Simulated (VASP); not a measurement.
# Ag in VASP: a series of runs, part 2 of 2

VASP 6.6.1. Earlier steps stand in the parts before.

**4. Single point, PBE (biaxial strain in the a-b plane: -1.0 %)**

INCAR

```
ALGO     = Fast           # electronic algorithm
EDIFF    = 1E-6           # SCF threshold, eV
ENCUT    = 520            # plane-wave cutoff, eV
GGA      = PE             # functional
ISIF     = 2              # what is computed and relaxed
ISMEAR   = 0              # smearing method
LASPH    = True           # aspherical terms in the spheres
LCHARG   = False          # write CHGCAR
LREAL    = False          # projectors in reciprocal space
LWAVE    = False          # write WAVECAR
NBANDS   = 30             # bands
NELM     = 80             # most SCF steps
PREC     = Accurate       # precision mode
SIGMA    = 0.1            # smearing width, eV
```

KPOINTS

```
k-points
0
Gamma
  24 24 6
```

POSCAR

```
Ag
1.0
    2.9049253812      0.0000000000      0.0000000000
   -1.4524626906      2.5157391762      0.0000000000
    0.0000000000      0.0000000000      9.6400971821
Ag
4
Direct
    0.0000000000      0.0000000000      0.0000000000
    0.0000000000      0.0000000000      0.5000000000
    0.3333333333      0.6666666667      0.2500000000
    0.6666666667      0.3333333333      0.7500000000
```

Potentials or basis: VASP PAW PBE potentials, release 64 (Ag).

Launch:

```console
> cat potpaw_PBE.64/Ag/POTCAR > POTCAR
> mpirun -np 1 vasp_std > vasp.out
```

OUTCAR:

```text
EDIFF = 1E-6
   ENCUT = 520
   GGA = PE
   ISIF = 2
   ISMEAR = 0
   LASPH = True
   LREAL = False
   NELM = 80
   PREC = Accurate

 ion  position               nearest neighbor table
   1  0.000  0.000  0.000-   3 2.94   4 2.94   3 2.94   4 2.94   4 2.94   3 2.94
   2  0.000  0.000  0.500-   3 2.94   4 2.94   3 2.94   4 2.94   4 2.94   3 2.94
   3  0.333  0.667  0.250-   1 2.94   2 2.94   1 2.94   2 2.94   1 2.94   2 2.94
   4  0.667  0.333  0.750-   1 2.94   2 2.94   1 2.94   2 2.94   1 2.94   2 2.94

  LATTYP: Found a hexagonal cell.
 ALAT       =     2.9049253812
 C/A-ratio  =     3.3185352176

  Lattice vectors:

 A1 = (   2.9049253812,   0.0000000000,   0.0000000000)
 A2 = (  -1.4524626906,   2.5157391762,   0.0000000000)
 A3 = (   0.0000000000,   0.0000000000,   9.6400971821)

Analysis of symmetry for initial positions (statically):
=====================================================================
 Subroutine PRICEL returns:
 Original cell was already a primitive cell.

 Routine SETGRP: Setting up the symmetry group for a
 hexagonal supercell.

[... 172 lines left out ...]
  energy without entropy =      -10.85727790  energy(sigma->0) =      -10.85990096

 E-fermi :   8.0425     XC(G=0): -12.0166

 val. band max:        8.0323745892   @ k =   0.0833   0.0417   0.1667
 cond. band min:       8.0467612490   @ k =   0.2500   0.2500   0.3333
 fundamental gap:      0.0143866598
 Fermi energy:         8.0425407484

 k-point     1 :       0.0000    0.0000    0.0000
  band No.  band energies     occupation
      1       0.4548      2.00000
      2       1.7530      2.00000
      3       1.7573      2.00000
      4       1.7741      2.00000
      5       3.2287      2.00000
      6       3.2935      2.00000
[... 781 lines left out ...]
     29      16.6757      0.00000
     30      17.5423      0.00000

 [... further k-points ...]

------------------------ aborting loop because EDIFF is reached ----------------------------------------

  FORCE on cell =-STRESS in cart. coord.  units (eV):
  Direction    XX          YY          ZZ          XY          YZ          ZX
  --------------------------------------------------------------------------------------
  -------------------------------------------------------------------------------------
  Total        0.7174018      0.7174018      0.1252568      0.0000000     -0.0000000      0.0000000
  in kB       16.3151487     16.3151487      2.8485889      0.0000000     -0.0000000      0.0000000
  external PRESSURE =      11.8262954 kB  Pullay stress =       0.0000000 kB

 VOLUME and BASIS-vectors are now :
 -----------------------------------------------------------------------------
  energy-cutoff  :      520.00
  volume of cell :       70.45
      direct lattice vectors                 reciprocal lattice vectors
     2.904925381  0.000000000  0.000000000     0.344242922  0.198748743  0.000000000
    -1.452462691  2.515739176  0.000000000     0.000000000  0.397497487  0.000000000
     0.000000000  0.000000000  9.640097182     0.000000000  0.000000000  0.103733394

 POSITION                                       TOTAL-FORCE (eV/Angst)
 -----------------------------------------------------------------------------------
      0.00000      0.00000      0.00000         0.000000      0.000000      0.000000
      0.00000      0.00000      4.82005         0.000000      0.000000      0.000000
     -0.00000      1.67716      2.41002         0.000000     -0.000000      0.000000
      1.45246      0.83858      7.23007        -0.000000      0.000000      0.000000
 -----------------------------------------------------------------------------------
    total drift:                               -0.000000      0.000000      0.000000

  FREE ENERGIE OF THE ION-ELECTRON SYSTEM (eV)
  ---------------------------------------------------
  free  energy   TOTEN  =       -10.8625240136 eV

  energy  without entropy=      -10.8572779026  energy(sigma->0) =      -10.85990096
```

stdout:

```text
POSCAR found type information on POSCAR Ag
 POSCAR found :  1 types and       4 ions
 scaLAPACK will be used
 LDA part: xc-table for (Slater+PW92), standard interpolation
 POSCAR, INCAR and KPOINTS ok, starting setup
 FFT: planning ... GRIDC
 FFT: planning ... GRID_SOFT
 FFT: planning ... GRID
 WAVECAR not read
 entering main loop
```

Wall time 9.8 min (1 thread of Intel Xeon 8259CL, shared host); peak memory 0.48 GiB.

Results:

```yaml
Free_energy: -10.8625 eV
Pressure: 1.2 GPa
Band_gap_on_the_k_mesh: zero (bands 22 and 23 overlap by 6.58 eV)
```

Levels at points of the mesh, in eV from the Fermi level:
```tsv
k point	band 20	band 21	band 22	band 23	band 24	band 25
(0.00, 0.00, 0.00)	-3.45	-3.45	-3.08	-3.08	-0.48	3.16
(0.50, 0.00, 0.00)	-2.87	-0.15	0.74	0.98	1.51	4.14
(0.00, 0.00, 0.50)	-3.23	-3.23	-3.23	-2.51	-2.51	5.98
(0.50, 0.00, 0.50)	-2.88	0.25	0.25	1.36	1.36	4.56
```

Caveat: the cell differs from its parent crystal (biaxial strain in the a-b plane: -1.0 %).

**5. Single point, PBE (biaxial strain in the a-b plane: -1.0 %, then relaxed in part)**

INCAR

```
SYSTEM = Ag
PREC = Accurate
ENCUT = 520
EDIFF = 1E-7
ISMEAR = 0
SIGMA = 0.1
LREAL = .False.
LASPH = .True.
NELM = 100
ALGO = Fast
ISIF = 2
LWAVE = .False.
LCHARG = .True.
GGA = PE
LELF = .True.
LVHAR = .True.
NBANDS = 30
```

KPOINTS

```
Automatic mesh
0
Gamma
  24 24 6
  0 0 0
```

Changes to POSCAR since step 4:

```diff
@@ -4,3 +4,3 @@
    -1.4524626906      2.5157391762      0.0000000000
-    0.0000000000      0.0000000000      9.6400971821
+    0.0000000000      0.0000000000      9.6645556893
 Ag
```

Launch:

```console
> cat potpaw_PBE.64/Ag/POTCAR > POTCAR
> mpirun -np 1 vasp_std > vasp.out
```

Wall time 12 min (1 thread of Intel Xeon 8259CL, shared host); peak memory 0.48 GiB.

It converged, with:

```
Free energy            : -10.8627 eV
Pressure               : 0.9 GPa
Band gap on the k mesh : zero (bands 22 and 23 overlap by 6.58 eV)
```

Stress tensor (GPa, compression positive):
```
 1.45  0.00  0.00
 0.00  1.45  0.00
 0.00  0.00 -0.12
```

Levels at points of the mesh, in eV from the Fermi level:
```tsv
k point	band 20	band 21	band 22	band 23	band 24	band 25
(0.00, 0.00, 0.00)	-3.44	-3.44	-3.08	-3.08	-0.49	3.11
(0.50, 0.00, 0.00)	-2.86	-0.13	0.75	0.99	1.52	4.13
(0.00, 0.00, 0.50)	-3.22	-3.22	-3.22	-2.51	-2.51	5.93
(0.50, 0.00, 0.50)	-2.87	0.26	0.26	1.37	1.37	4.55
```

Caveat: the cell differs from its parent crystal (biaxial strain in the a-b plane: -1.0 %, then relaxed in part).

**6. Single point, PBE (shear of c along a, cell held: +2.0 %, then relaxed in part)**

INCAR

```
SYSTEM = Ag
PREC = Accurate
ENCUT = 520
EDIFF = 1E-6
ISMEAR = 0
SIGMA = 0.1
LREAL = .False.
LASPH = .True.
NELM = 100
ALGO = Fast
ISIF = 2
LWAVE = .False.
LCHARG = .False.
GGA = PE
NBANDS = 30
```

KPOINTS is that of step 5.

POSCAR

```
Ag
1.0
    2.9342680618      0.0000000000      0.0000000000
   -1.4671340309      2.5411506830      0.0000000000
    0.1916520315      0.0000000000      9.5826015726
Ag
4
Direct
    0.0000000000      0.0000000000      0.0000000000
    0.0000000000      0.0000000000      0.5000000000
    0.3333333334      0.6666666667      0.2500000000
    0.6666666667      0.3333333333      0.7500000000
```

Potentials or basis: VASP PAW PBE potentials, release 64 (Ag).

Launch:

```console
> cat potpaw_PBE.64/Ag/POTCAR > POTCAR
> mpirun -np 1 vasp_std > vasp.out
```

Wall time 29 min (1 thread of Oxide Virtual Turin-like, shared host); peak memory 1.3 GiB.

The run converged. Its results:

```
Free energy            : -10.8665 eV
Pressure               : -0.1 GPa
Band gap on the k mesh : zero (bands 22 and 23 overlap by 6.40 eV)
```

Forces in eV/Å, atoms in the order of the input:
```
Ag   0.000  0.000  0.000
Ag   0.000  0.000  0.000
Ag   0.000 -0.002  0.000
Ag   0.000  0.002  0.000
```

Stress tensor (GPa, compression positive):
```
-0.21  0.00 -0.48
 0.00 -0.25  0.00
-0.48  0.00  0.07
```

Levels at points of the mesh, in eV from the Fermi level:
```
           k point  band 20  band 21  band 22  band 23  band 24  band 25
(0.00, 0.00, 0.00)    -3.43    -3.43    -3.06    -3.06    -0.32     3.30
(0.50, 0.00, 0.00)    -2.85    -0.15     0.75     0.92     1.47     3.91
(0.00, 0.50, 0.00)    -2.84    -0.15     0.75     0.92     1.45     4.01
(0.00, 0.00, 0.50)    -3.24    -3.18    -3.18    -2.39    -2.39     6.16
(0.50, 0.00, 0.50)    -2.89     0.19     0.27     1.25     1.37     4.32
(0.00, 0.50, 0.50)    -2.90     0.23     0.23     1.31     1.31     4.49
```

Caveat: the cell differs from its parent crystal (shear of c along a, cell held: +2.0 %, then relaxed in part).

**7. Overview**

| cell | further INCAR settings | gap on the mesh (eV) | pressure (GPa) |
| --- | --- | --- | --- |
| a = 3.022, b = 3.022, c = 9.410 Å, angles 90.0, 90.0, 120.0°, 4 atoms | ALGO = Fast; EDIFF = 1e-07; NBANDS = 30 | none | -3.2 |
| a = 2.876, b = 2.876, c = 9.744 Å, angles 90.0, 90.0, 120.0°, 4 atoms | ALGO = Fast; EDIFF = 1e-07; NBANDS = 30 | none | 2.3 |
| a = 2.905, b = 2.905, c = 9.640 Å, angles 90.0, 90.0, 120.0°, 4 atoms | ALGO = Fast; EDIFF = 1e-06; NBANDS = 30 | none | 1.2 |
| a = 2.905, b = 2.905, c = 9.665 Å, angles 90.0, 90.0, 120.0°, 4 atoms | ALGO = Fast; EDIFF = 1e-07; NBANDS = 30 | none | 0.9 |
| a = 2.934, b = 2.934, c = 9.585 Å, angles 90.6, 88.9, 120.0°, 4 atoms | ALGO = Fast; EDIFF = 1e-06; NBANDS = 30 | none | -0.1 |

Alike in all rows: task single point; level PBE; potentials or basis VASP PAW PBE potentials, release 64 (Ag); no spin polarisation; k mesh 24 × 24 × 6; cutoff (eV) 520; smearing gaussian 0.1 eV.

Caveats: the cell stands under tension (at least some runs).

Total energies depend on the potentials used, so only differences within one code and one set of settings carry meaning.

The gap in the log of VASP goes by the Fermi energy; the results here count the filled bands.